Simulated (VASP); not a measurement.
# CdS (kn) (Fm-3m) in VASP: single point with PBEsol

Aim: the single point of CdS (kn) with PBEsol.

Program: VASP 6.6.1. These are calculated values, not measurements. Logs are shortened: lines on timing, memory, paths and dates and some standing lists are left out, and cuts for length are marked.

### 1 The cell of the first run

It takes space group Fm-3m (No. 225, cubic). Conventional cell: a = 5.397 Å, b = 5.397 Å, c = 5.397 Å, α = 90.00°, β = 90.00°, γ = 90.00°. Within 3.6 Å of Cd (site symmetry m-3m) lie 6 S at 2.70 Å. S (site symmetry m-3m) has 6 Cd at 2.70 Å within 3.6 Å.

### 2 Single point, PBEsol

INCAR reads:

```
PREC = Accurate
ENCUT = 500
EDIFF = 1E-6
ISMEAR = 0
SIGMA = 0.01
LREAL = F
LASPH = T
NELM = 120
ALGO = Normal
ISIF = 2
LWAVE = F
LCHARG = F
GGA = PS
NBANDS = 16
GGA_COMPAT = F
```

KPOINTS reads:

```
Automatic mesh
0
Gamma
  6 6 6
```

POSCAR reads:

```
CdS
1.0
    0.0000000000      2.6986991524      2.6986991524
    2.6986991524      0.0000000000      2.6986991524
    2.6986991524      2.6986991524      0.0000000000
Cd S
1 1
Direct
    0.0000000000      0.0000000000      0.0000000000
    0.5000000000      0.5000000000      0.5000000000
```

Potentials or basis: VASP PAW PBE potentials, release 64 (Cd, S).

On the command line:

```bash
> cat potpaw_PBE.64/Cd/POTCAR potpaw_PBE.64/S/POTCAR > POTCAR
> mpirun -np 1 vasp_std > vasp.out
```

OUTCAR:

```text
PREC = Accurate
   ENCUT = 500
   EDIFF = 1E-6
   ISMEAR = 0
   LREAL = F
   LASPH = T
   NELM = 120
   ISIF = 2
   GGA = PS

 ion  position               nearest neighbor table
   1  0.000  0.000  0.000-   2 2.70   2 2.70   2 2.70   2 2.70   2 2.70   2 2.70
   2  0.500  0.500  0.500-   1 2.70   1 2.70   1 2.70   1 2.70   1 2.70   1 2.70

  LATTYP: Found a face centered cubic cell.
 ALAT       =     5.3973983048

  Lattice vectors:

 A1 = (   0.0000000000,   2.6986991524,   2.6986991524)
 A2 = (   2.6986991524,   0.0000000000,   2.6986991524)
 A3 = (   2.6986991524,   2.6986991524,   0.0000000000)

Analysis of symmetry for initial positions (statically):
=====================================================================
 Subroutine PRICEL returns:
 Original cell was already a primitive cell.

 Routine SETGRP: Setting up the symmetry group for a
 face centered cubic supercell.

 Subroutine GETGRP returns: Found 48 space group operations
 (whereof 48 operations were pure point group operations)
 out of a pool of 48 trial point group operations.

The static configuration has the point symmetry O_h .

Analysis of symmetry for dynamics (positions and initial velocities):
=====================================================================
 Subroutine PRICEL returns:
 Original cell was already a primitive cell.

 Routine SETGRP: Setting up the symmetry group for a
 face centered cubic supercell.

 Subroutine GETGRP returns: Found 48 space group operations
 (whereof 48 operations were pure point group operations)
 out of a pool of 48 trial point group operations.

The dynamic configuration has the point symmetry O_h .

 Subroutine INISYM returns: Found 48 space group operations
 (whereof 48 operations are pure point group operations),
 and found     1 'primitive' translations

----------------------------------------------------------------------------------------

                                     Primitive cell

  volume of cell :      39.3091

  direct lattice vectors                    reciprocal lattice vectors
     0.000000000  2.698699152  2.698699152    -0.185274450  0.185274450  0.185274450
     2.698699152  0.000000000  2.698699152     0.185274450 -0.185274450  0.185274450
     2.698699152  2.698699152  0.000000000     0.185274450  0.185274450 -0.185274450

  length of vectors
     3.816536942  3.816536942  3.816536942     0.320904760  0.320904760  0.320904760

  position of ions in fractional coordinates (direct lattice)
     0.000000000  0.000000000  0.000000000
     0.500000000  0.500000000  0.500000000

  ion indices of the primitive-cell ions
   primitive index   ion index
                 1           1
                 2           2

----------------------------------------------------------------------------------------

 KPOINTS: Automatic mesh

Automatic generation of k-mesh.
 Grid dimensions read from file:
 generate k-points for:    6    6    6

 Generating k-lattice:

  Cartesian coordinates                     Fractional coordinates (reciprocal lattice)
    -0.030879075  0.030879075  0.030879075     0.166666667  0.000000000  0.000000000
     0.030879075 -0.030879075  0.030879075     0.000000000  0.166666667  0.000000000
     0.030879075  0.030879075 -0.030879075     0.000000000  0.000000000  0.166666667

  Length of vectors
     0.053484127  0.053484127  0.053484127

  Shift w.r.t. Gamma in fractional coordinates (k-lattice)
     0.000000000  0.000000000  0.000000000

 Subroutine IBZKPT returns following result:
 ===========================================

 Found     16 irreducible k-points:

 Following reciprocal coordinates:
            Coordinates               Weight
  0.000000  0.000000  0.000000      1.000000
  0.166667  0.000000  0.000000      8.000000
  0.333333  0.000000  0.000000      8.000000
  0.500000  0.000000  0.000000      4.000000
  0.166667  0.166667  0.000000      6.000000
  0.333333  0.166667  0.000000     24.000000
[... 8 lines left out ...]
 -0.333333  0.333333  0.166667     24.000000
 -0.333333  0.500000  0.166667     12.000000
   k-points           NKPTS =     16   k-points in BZ     NKDIM =     16   number of bands    NBANDS=     16
   number of dos      NEDOS =    301   number of ions     NIONS =      2
   total plane-waves  NPLWV =  21952
   dimension x,y,z NGX =    28 NGY =   28 NGZ =   28
   dimension x,y,z NGXF=    56 NGYF=   56 NGZF=   56
   ions per type =               1   1
   NGX,Y,Z   is equivalent  to a cutoff of  12.20, 12.20, 12.20 a.u.
   NGXF,Y,Z  is equivalent  to a cutoff of  24.39, 24.39, 24.39 a.u.
 SYSTEM =  unknown system
   PREC   = accura    normal or accurate (medium, high low for compatibility)
   ISTART =      0    job   : 0-new  1-cont  2-samecut
   ICHARG =      2    charge: 1-file 2-atom 10-const
   ISPIN  =      1    spin polarized calculation?
   LNONCOLLINEAR =      F non collinear calculations
   LSORBIT =      F    spin-orbit coupling
   LASPH  =      T    aspherical Exc in radial PAW
   ENCUT  =  500.0 eV  36.75 Ry    6.06 a.u.   6.96  6.96  6.96*2*pi/ulx,y,z
   NELM   =    120;   NELMIN=  2; NELMDL= -5     # of ELM steps
   EDIFF  = 0.1E-05   stopping-criterion for ELM
   LREAL  =      F    real-space projection
   EDIFFG = 0.1E-04   stopping-criterion for IOM
   NSW    =      0    number of steps for IOM
   IBRION =     -1    ionic relax: 0-MD 1-quasi-New 2-CG
   NFREE  =      0    steps in history (QN), initial steepest desc. (CG)
   ISIF   =      2    stress and relaxation
   ISYM   =      2    0-nonsym 1-usesym 2-fastsym
   POTIM  = 0.5000    time-step for ionic-motion
   TEBEG  =    0.0;   TEEND  =   0.0 temperature during run
   PSTRESS=    0.0 pullay stress
   NELECT =      18.0000    total number of electrons
   NUPDOWN=      -1.0000    fix difference up-down
   EMIN   =  10.00;   EMAX   =-10.00  energy-range for DOS
   EFERMI =   0.00;   METHOD = LEGACY
   ISMEAR =     0;   SIGMA  =   0.01  broadening in eV -4-tet -1-fermi 0-gaus
   EFERMI_NEDOS =   21; number of points for ismear=-14 and -15
   IALGO  =     38    algorithm
   IMIX   =      4    mixing-type and parameters
     AMIX     =   0.40;   BMIX     =  1.00
     AMIX_MAG =   1.60;   BMIX_MAG =  1.00
  volume/ion in A,a.u.               =      19.65       132.64
  Fermi-wavevector in a.u.,A,eV,Ry     =   1.261831  2.384515 21.663434  1.592217
  Thomas-Fermi vector in A             =   2.395270
   LORBIT       =      0    0 simple, 1 ext, 2 COOP (PROOUT), +10 PAW based schemes
   GGA     = PS    functional components
   LHFCALC =     F    Hartree Fock is set to
   AEXX    =    0.0000 exact exchange contribution
   IVDW    =     0    specifies the selected vdW correction
   LEPSILON=     F    determine dielectric tensor
   LRPA    =     F    only Hartree local field effects (RPA)
 non-spin polarized calculation
 Gauss-broadening in eV      SIGMA  =   0.01
  energy-cutoff  :      500.00
  volume of cell :       39.31
 maximum number of plane-waves:      1018
   NGX = 13   NGY = 13   NGZ = 13

 number of electron      18.0000008 magnetization

 Free energy of the ion-electron system (eV)
  ---------------------------------------------------
  ext. energy  EPLUGINS =         0.00000000
  ---------------------------------------------------
  free energy    TOTEN  =        -6.63840962 eV

  energy without entropy =       -6.63840962  energy(sigma->0) =       -6.63840962

 E-fermi :   3.2971     XC(G=0): -10.8040

 val. band max:        3.2310096948   @ k =   0.5000   0.0000   0.0000
 cond. band min:       3.3439778012   @ k =   0.5000   0.5000   0.0000
 fundamental gap:      0.1129681064
 Fermi energy:         3.2970502141

 k-point     1 :       0.0000    0.0000    0.0000
  band No.  band energies     occupation
      1      -9.8908      2.00000
      2      -4.4789      2.00000
      3      -4.4789      2.00000
      4      -4.4764      2.00000
      5      -4.4764      2.00000
      6      -4.4764      2.00000
[... 8 lines left out ...]
     15      14.7943      0.00000
     16      14.7943      0.00000

 k-point     2 :       0.1667    0.0000    0.0000
  band No.  band energies     occupation
      1      -9.6349      2.00000
      2      -4.5716      2.00000
      3      -4.5716      2.00000
      4      -4.5121      2.00000
      5      -4.4188      2.00000
      6      -4.4188      2.00000
[... 8 lines left out ...]
     15      13.5420      0.00000
     16      14.2102      0.00000

 k-point     3 :       0.3333    0.0000    0.0000
  band No.  band energies     occupation
      1      -9.0171      2.00000
      2      -4.7474      2.00000
      3      -4.7474      2.00000
      4      -4.6592      2.00000
      5      -4.2998      2.00000
      6      -4.2998      2.00000
[... 8 lines left out ...]
     15      14.8800      0.00000
     16      14.8800      0.00000

 k-point     4 :       0.5000    0.0000    0.0000
  band No.  band energies     occupation
      1      -8.6200      2.00000
      2      -4.8308      2.00000
      3      -4.8308      2.00000
      4      -4.8215      2.00000
      5      -4.2388      2.00000
      6      -4.2388      2.00000
[... 8 lines left out ...]
     15      16.2605      0.00000
     16      16.2605      0.00000
[... 172 lines left out ...]
 k-point    14 :       0.5000    0.3333    0.1667
  band No.  band energies     occupation
      1      -8.8444      2.00000
      2      -4.6341      2.00000
      3      -4.5650      2.00000
      4      -4.5637      2.00000
      5      -4.2604      2.00000
      6      -4.1202      2.00000
[... 8 lines left out ...]
     15      17.3302      0.00000
     16      18.5347      0.00000

 k-point    15 :      -0.3333    0.3333    0.1667
  band No.  band energies     occupation
      1      -8.6939      2.00000
      2      -4.7022      2.00000
      3      -4.5331      2.00000
      4      -4.4959      2.00000
      5      -4.2055      2.00000
      6      -3.9227      2.00000
[... 8 lines left out ...]
     15      16.1135      0.00000
     16      18.0827      0.00000

 k-point    16 :      -0.3333    0.5000    0.1667
  band No.  band energies     occupation
      1      -8.7624      2.00000
      2      -4.5865      2.00000
      3      -4.5614      2.00000
      4      -4.3510      2.00000
      5      -4.1627      2.00000
      6      -3.5613      2.00000
[... 8 lines left out ...]
     15      17.1574      0.00000
     16      17.9635      0.00000

------------------------ aborting loop because EDIFF is reached ----------------------------------------

  FORCE on cell =-STRESS in cart. coord.  units (eV):
  Direction    XX          YY          ZZ          XY          YZ          ZX
  --------------------------------------------------------------------------------------
  -------------------------------------------------------------------------------------
  Total        0.1445446      0.1445446      0.1445446      0.0000000      0.0000000     -0.0000000
  in kB        5.8914055      5.8914055      5.8914055      0.0000000      0.0000000     -0.0000000
  external PRESSURE =       5.8914055 kB  Pullay stress =       0.0000000 kB

 VOLUME and BASIS-vectors are now :
 -----------------------------------------------------------------------------
  energy-cutoff  :      500.00
  volume of cell :       39.31
      direct lattice vectors                 reciprocal lattice vectors
     0.000000000  2.698699152  2.698699152    -0.185274450  0.185274450  0.185274450
     2.698699152  0.000000000  2.698699152     0.185274450 -0.185274450  0.185274450
     2.698699152  2.698699152  0.000000000     0.185274450  0.185274450 -0.185274450

 POSITION                                       TOTAL-FORCE (eV/Angst)
 -----------------------------------------------------------------------------------
      0.00000      0.00000      0.00000         0.000000     -0.000000      0.000000
      2.69870      2.69870      2.69870        -0.000000      0.000000     -0.000000
 -----------------------------------------------------------------------------------
    total drift:                                0.000000      0.000000      0.000000

  FREE ENERGIE OF THE ION-ELECTRON SYSTEM (eV)
  ---------------------------------------------------
  free  energy   TOTEN  =        -6.6384096186 eV

  energy  without entropy=       -6.6384096186  energy(sigma->0) =       -6.63840962
```

Run time: 6.6 s. Hardware: 1 thread of Intel Xeon Platinum 8488C (Sapphire Rapids), shared host; peak memory 0.15 GiB.

Results:

| Item | Value |
| --- | --- |
| Free energy | -6.6384 eV |
| Pressure | 0.6 GPa |
| Band gap on the k mesh | 0.11 eV, indirect (least direct gap 1.81 eV) |

Levels at points of the mesh, in eV from the valence-band top:
| k point | band 7 | band 8 | band 9 | band 10 | band 11 | band 12 |
| --- | --- | --- | --- | --- | --- | --- |
| (0.00, 0.00, 0.00) | -0.84 | -0.84 | -0.84 | 0.97 | 9.15 | 9.15 |
| (0.50, 0.00, 0.00) | -5.11 | 0.00 | 0.00 | 3.31 | 5.76 | 5.76 |
| (0.50, 0.50, 0.00) | -4.61 | -2.35 | -2.35 | 0.11 | 5.83 | 10.00 |

Caveat: the PAW data sets were made with another functional, which shifts forces and pressure a little. A k mesh can miss the band edges.
